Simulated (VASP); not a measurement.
A run of VASP 6.6.1:

Contents of INCAR:

```
SYSTEM = Cr
  PREC = Accurate
  ENCUT = 520
  EDIFF = 1E-6
  ISMEAR = 0
  SIGMA = 0.15
  LREAL = .FALSE.
  LASPH = .TRUE.
  NELM = 80
  ALGO = Normal
  ISIF = 2
  LWAVE = .FALSE.
  LCHARG = .FALSE.
  GGA = PE
  NBANDS = 12
```

Contents of KPOINTS:

```
Automatic mesh
0
G
  26 26 26
  0 0 0
```

Contents of POSCAR:

```
Cr
1.0
   -1.4419500000      1.4419500000      1.4419500000
    1.4419500000     -1.4419500000      1.4419500000
    1.4419500000      1.4419500000     -1.4419500000
Cr
1
Direct
    0.0000000000      0.0000000000      0.0000000000
```

Potentials or basis: VASP PAW PBE potentials, release 64 (Cr_pv).

Command:

```console
$ cat potpaw_PBE.64/Cr_pv/POTCAR > POTCAR
$ mpirun -np 1 vasp_std > vasp.out
```

Hardware: 1 thread of Intel(R) Xeon(R) 6975P-C (Granite Rapids) (shared host).

Q: How long does it take, and how much memory?

A: Run time: 26 s on 1 thread of Intel(R) Xeon(R) 6975P-C (Granite Rapids), with other jobs on the host, peak memory 0.18 GiB. Counts: scf iterations 12, k points 511.
